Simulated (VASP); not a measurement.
# B (Pm-3m) in VASP: a series of runs

Runs on B. Level: LDA. Tasks: relaxation of cell and atoms, single point.

Everything below comes from runs of VASP 6.6.1. Logs are shortened: lines on timing, memory, paths and dates and some standing lists are left out, and cuts for length are marked.

### 1 The cell of the first run

It takes space group Pm-3m (No. 221, cubic). The conventional cell has a = 1.920 Å, b = 1.920 Å, c = 1.920 Å, α = 90.00°, β = 90.00°, γ = 90.00°. Within 2.5 Å of B (site symmetry m-3m) lie 6 B at 1.92 Å.

### 2 Relaxation of cell and atoms, LDA

File INCAR:

```
PREC     = Accurate       # precision mode
ENCUT    = 600            # plane-wave cutoff, eV
EDIFF    = 1E-7           # SCF threshold, eV
ISMEAR   = -1             # smearing method
SIGMA    = 0.1            # smearing width, eV
LREAL    = False          # projectors in reciprocal space
LASPH    = True           # aspherical terms in the spheres
NELM     = 60             # most SCF steps
ALGO     = Normal         # electronic algorithm
ISIF     = 3              # what is computed and relaxed
LWAVE    = False          # write WAVECAR
LCHARG   = False          # write CHGCAR
IBRION   = 2              # ionic algorithm
NSW      = 80             # ionic steps
EDIFFG   = -0.01          # ionic threshold
```

File KPOINTS:

```
regular mesh
0
Gamma
  16 16 16
```

File POSCAR:

```
B
1.0
    1.9200471483      0.0000000000      0.0000000000
    0.0000000000      1.9200471483      0.0000000000
    0.0000000000      0.0000000000      1.9200471483
B
1
Direct
    0.0000000000      0.0000000000      0.0000000000
```

Potentials or basis: VASP PAW LDA potentials, release 64 (B).

On the command line:

```sh
> cat potpaw_LDA.64/B/POTCAR > POTCAR
> mpirun -np 1 vasp_std > vasp.out
```

OUTCAR:

```text
PREC = Accurate
   ENCUT = 600
   EDIFF = 1E-7
   ISMEAR = -1
   LREAL = False
   LASPH = True
   NELM = 60
   ISIF = 3
   IBRION = 2
   NSW = 80
   EDIFFG = -0.01

 ion  position               nearest neighbor table
   1  0.000  0.000  0.000-

  LATTYP: Found a simple cubic cell.
 ALAT       =     1.9200471483

  Lattice vectors:

 A1 = (   1.9200471483,   0.0000000000,   0.0000000000)
 A2 = (   0.0000000000,   1.9200471483,   0.0000000000)
 A3 = (   0.0000000000,   0.0000000000,   1.9200471483)

Analysis of symmetry for initial positions (statically):
=====================================================================
 Subroutine PRICEL returns:
 Original cell was already a primitive cell.

 Routine SETGRP: Setting up the symmetry group for a
 simple cubic supercell.

 Subroutine GETGRP returns: Found 48 space group operations
 (whereof 48 operations were pure point group operations)
 out of a pool of 48 trial point group operations.

The static configuration has the point symmetry O_h .

Analysis of symmetry for dynamics (positions and initial velocities):
=====================================================================
 Subroutine PRICEL returns:
 Original cell was already a primitive cell.

 Routine SETGRP: Setting up the symmetry group for a
 simple cubic supercell.

 Subroutine GETGRP returns: Found 48 space group operations
 (whereof 48 operations were pure point group operations)
 out of a pool of 48 trial point group operations.

The dynamic configuration has the point symmetry O_h .

 Subroutine INISYM returns: Found 48 space group operations
 (whereof 48 operations are pure point group operations),
 and found     1 'primitive' translations

----------------------------------------------------------------------------------------

                                     Primitive cell

  volume of cell :       7.0784

  direct lattice vectors                    reciprocal lattice vectors
     1.920047148  0.000000000  0.000000000     0.520820544  0.000000000  0.000000000
     0.000000000  1.920047148  0.000000000     0.000000000  0.520820544  0.000000000
     0.000000000  0.000000000  1.920047148     0.000000000  0.000000000  0.520820544

  length of vectors
     1.920047148  1.920047148  1.920047148     0.520820544  0.520820544  0.520820544

  position of ions in fractional coordinates (direct lattice)
     0.000000000  0.000000000  0.000000000

  ion indices of the primitive-cell ions
   primitive index   ion index
                 1           1

----------------------------------------------------------------------------------------

 KPOINTS: regular mesh

Automatic generation of k-mesh.
 Grid dimensions read from file:
 generate k-points for:   16   16   16

 Generating k-lattice:

  Cartesian coordinates                     Fractional coordinates (reciprocal lattice)
     0.032551284  0.000000000  0.000000000     0.062500000  0.000000000  0.000000000
     0.000000000  0.032551284  0.000000000     0.000000000  0.062500000  0.000000000
     0.000000000  0.000000000  0.032551284     0.000000000  0.000000000  0.062500000

  Length of vectors
     0.032551284  0.032551284  0.032551284

  Shift w.r.t. Gamma in fractional coordinates (k-lattice)
     0.000000000  0.000000000  0.000000000

 Subroutine IBZKPT returns following result:
 ===========================================

 Found    165 irreducible k-points:

 Following reciprocal coordinates:
            Coordinates               Weight
  0.000000  0.000000  0.000000      1.000000
  0.062500  0.000000  0.000000      6.000000
  0.125000  0.000000  0.000000      6.000000
  0.187500  0.000000  0.000000      6.000000
  0.250000  0.000000  0.000000      6.000000
  0.312500  0.000000  0.000000      6.000000
[... 16 lines left out ...]
  0.437500  0.125000  0.000000     24.000000
  0.500000  0.125000  0.000000     12.000000
 [... further k-points ...]
   k-points           NKPTS =    165   k-points in BZ     NKDIM =    165   number of bands    NBANDS=      5
   number of dos      NEDOS =    301   number of ions     NIONS =      1
   total plane-waves  NPLWV =   4096
   dimension x,y,z NGX =    16 NGY =   16 NGZ =   16
   dimension x,y,z NGXF=    32 NGYF=   32 NGZF=   32
   ions per type =               1
   NGX,Y,Z   is equivalent  to a cutoff of  13.85, 13.85, 13.85 a.u.
   NGXF,Y,Z  is equivalent  to a cutoff of  27.71, 27.71, 27.71 a.u.
 SYSTEM =  unknown system
   PREC   = accura    normal or accurate (medium, high low for compatibility)
   ISTART =      0    job   : 0-new  1-cont  2-samecut
   ICHARG =      2    charge: 1-file 2-atom 10-const
   ISPIN  =      1    spin polarized calculation?
   LNONCOLLINEAR =      F non collinear calculations
   LSORBIT =      F    spin-orbit coupling
   LASPH  =      T    aspherical Exc in radial PAW
   ENCUT  =  600.0 eV  44.10 Ry    6.64 a.u.   3.83  3.83  3.83*2*pi/ulx,y,z
   NELM   =     60;   NELMIN=  2; NELMDL= -5     # of ELM steps
   EDIFF  = 0.1E-06   stopping-criterion for ELM
   LREAL  =      F    real-space projection
   EDIFFG = -.1E-01   stopping-criterion for IOM
   NSW    =     80    number of steps for IOM
   IBRION =      2    ionic relax: 0-MD 1-quasi-New 2-CG
   NFREE  =      1    steps in history (QN), initial steepest desc. (CG)
   ISIF   =      3    stress and relaxation
   ISYM   =      2    0-nonsym 1-usesym 2-fastsym
   POTIM  = 0.5000    time-step for ionic-motion
   TEBEG  =    0.0;   TEEND  =   0.0 temperature during run
   PSTRESS=    0.0 pullay stress
   NELECT =       3.0000    total number of electrons
   NUPDOWN=      -1.0000    fix difference up-down
   EMIN   =  10.00;   EMAX   =-10.00  energy-range for DOS
   EFERMI =   0.00;   METHOD = LEGACY
   ISMEAR =    -1;   SIGMA  =   0.10  broadening in eV -4-tet -1-fermi 0-gaus
   EFERMI_NEDOS =   21; number of points for ismear=-14 and -15
   IALGO  =     38    algorithm
   IMIX   =      4    mixing-type and parameters
     AMIX     =   0.40;   BMIX     =  1.00
     AMIX_MAG =   1.60;   BMIX_MAG =  1.00
  volume/ion in A,a.u.               =       7.08        47.77
  Fermi-wavevector in a.u.,A,eV,Ry     =   1.229712  2.323818 20.574611  1.512191
  Thomas-Fermi vector in A             =   2.364588
   LORBIT       =      0    0 simple, 1 ext, 2 COOP (PROOUT), +10 PAW based schemes
   GGA     = CA    functional components
   LHFCALC =     F    Hartree Fock is set to
   AEXX    =    0.0000 exact exchange contribution
   IVDW    =     0    specifies the selected vdW correction
   LEPSILON=     F    determine dielectric tensor
   LRPA    =     F    only Hartree local field effects (RPA)
 conjugate gradient relaxation of ions
 non-spin polarized calculation
  energy-cutoff  :      600.00
  volume of cell :        7.08
 maximum number of plane-waves:       251
 NGX is ok and might be reduce to    16
   NGX =  7   NGY =  7   NGZ =  7

--------------------------------------- Ionic step        1  -------------------------------------------

 number of electron       3.0000000 magnetization

 Free energy of the ion-electron system (eV)
  ---------------------------------------------------
  ext. energy  EPLUGINS =         0.00000000
  ---------------------------------------------------
  free energy    TOTEN  =        -6.33578840 eV

  energy without entropy =       -6.32876489  energy(sigma->0) =       -6.33227664

------------------------ aborting loop because EDIFF is reached ----------------------------------------

  FORCE on cell =-STRESS in cart. coord.  units (eV):
  Direction    XX          YY          ZZ          XY          YZ          ZX
  --------------------------------------------------------------------------------------
  -------------------------------------------------------------------------------------
  Total       -0.8357011     -0.8357011     -0.8357011      0.0000000      0.0000000     -0.0000000
  in kB     -189.1585151   -189.1585151   -189.1585151      0.0000000      0.0000000     -0.0000000
  external PRESSURE =    -189.1585151 kB  Pullay stress =       0.0000000 kB
[... 55 lines left out ...]
  energy  without entropy=       -6.3612378831  energy(sigma->0) =       -6.36425343

--------------------------------------- Ionic step        3  -------------------------------------------

 number of electron       3.0000000 magnetization

 Free energy of the ion-electron system (eV)
  ---------------------------------------------------
  ext. energy  EPLUGINS =         0.00000000
  ---------------------------------------------------
  free energy    TOTEN  =        -6.37362987 eV

  energy without entropy =       -6.36736555  energy(sigma->0) =       -6.37049771

 E-fermi :   7.5206     XC(G=0): -12.5490

 val. band max:        7.4549389081   @ k =   0.3750   0.3125   0.1250
 cond. band min:       7.5729964047   @ k =   0.5000   0.5000   0.2500
 fundamental gap:      0.1180574966
 Fermi energy:         7.5205663972

 k-point     1 :       0.0000    0.0000    0.0000
  band No.  band energies     occupation
      1      -8.4307      2.00000
      2      21.3081      0.00000
      3      21.3081      0.00000
      4      21.3081      0.00000
      5      32.1197      0.00000

 k-point     2 :       0.0625    0.0000    0.0000
  band No.  band energies     occupation
      1      -8.2967      2.00000
      2      19.9590      0.00000
      3      21.4213      0.00000
      4      21.4213      0.00000
      5      32.2785      0.00000
[... 169 lines left out ...]
 k-point    24 :       0.5000    0.1250    0.0000
  band No.  band energies     occupation
      1      -0.3697      2.00000
      2       1.8162      2.00000
      3      22.5977      0.00000
      4      25.6210      0.00000
      5      32.7290      0.00000

 [... further k-points ...]
[... 5 lines left out ...]
  --------------------------------------------------------------------------------------
  -------------------------------------------------------------------------------------
  Total        0.0010289      0.0010289      0.0010289     -0.0000000      0.0000000      0.0000000
  in kB        0.2544415      0.2544415      0.2544415     -0.0000000      0.0000000      0.0000000
  external PRESSURE =       0.2544415 kB  Pullay stress =       0.0000000 kB
[... 16 lines left out ...]
  FREE ENERGIE OF THE ION-ELECTRON SYSTEM (eV)
  ---------------------------------------------------
  free  energy   TOTEN  =        -6.3736298657 eV

  energy  without entropy=       -6.3673655545  energy(sigma->0) =       -6.37049771

 reached required accuracy - stopping structural energy minimisation
```

Run time: 4.5 s. Hardware: 1 thread of Intel Xeon Platinum 8259CL at 2.50GHz (Skylake/Cascade Lake), shared host; peak memory 0.11 GiB.

What came out:

```
Free energy                            : -6.3736 eV
Relaxed volume                         : 6.48 Å³/atom
Relaxed cell                           : a = 1.864 Å, b = 1.864 Å, c = 1.864 Å, α = 90.00°, β = 90.00°, γ = 90.00°
Space group after relaxing (to 0.05 Å) : Pm-3m (No. 221)
Energy gained by relaxing              : 37.8 meV/atom
Ionic steps                            : 3
Pressure after relaxing                : 0.0 GPa
```

Step by step:
```csv
step,energy change (eV),largest force (eV/Å),pressure (GPa),volume (Å³)
1,0.0000,0.0000,-18.92,7.08
2,-0.0315,0.0000,9.38,6.26
3,-0.0378,0.0000,0.03,6.48
```

Final structure:
```xyz
1
Lattice="1.8642 0.0000 0.0000 0.0000 1.8642 0.0000 0.0000 0.0000 1.8642" Properties=species:S:1:pos:R:3 pbc="T T T"
B     0.0000    0.0000    0.0000
```

### 3 Single point, LDA, non-collinear spin, zero start, spin-orbit coupling

This run uses another cell than the first one, of 6.47 Å³/atom, 0.914 times its volume.

File INCAR:

```
PREC     = Accurate       # precision mode
ENCUT    = 520            # plane-wave cutoff, eV
EDIFF    = 1E-7           # SCF threshold, eV
ISMEAR   = -1             # smearing method
SIGMA    = 0.1            # smearing width, eV
LREAL    = F              # projectors in reciprocal space
LASPH    = T              # aspherical terms in the spheres
NELM     = 150            # most SCF steps
ALGO     = Normal         # electronic algorithm
ISIF     = 2              # what is computed and relaxed
LWAVE    = F              # write WAVECAR
LCHARG   = F              # write CHGCAR
MAGMOM   = 0 0 0          # initial moments
LORBIT   = 11             # projections on sites
LSORBIT  = T              # spin-orbit coupling
GGA_COMPAT= F            
LORBMOM  = T            
GGA      = CA             # functional
NBANDS   = 14             # bands
```

File KPOINTS:

```
regular mesh
0
Gamma
  17 17 17
```

File POSCAR:

```
B
1.0
    1.8635195110      0.0000000000      0.0000000000
    0.0000000000      1.8635195110      0.0000000000
    0.0000000000      0.0000000000      1.8635195110
B
1
Direct
    0.0000000000      0.0000000000      0.0000000000
```

Potentials or basis: VASP PAW LDA potentials, release 64 (B).

On the command line:

```sh
> cat potpaw_LDA.64/B/POTCAR > POTCAR
> mpirun -np 1 vasp_ncl > vasp.out
```

Run time: 11 s. Hardware: 1 thread of Intel Xeon Platinum 8259CL at 2.50GHz (Skylake/Cascade Lake), shared host; peak memory 0.12 GiB.

The run converged. Its results:

* Free energy: -6.3630 eV
* Pressure: 1.1 GPa
* Net moment: 0.00 μB per cell
* Valence electrons inside the program's atomic spheres: B 1.87

Moments on the atoms (μB; x, y, z):
```
B   0.00 0.00 0.00
```
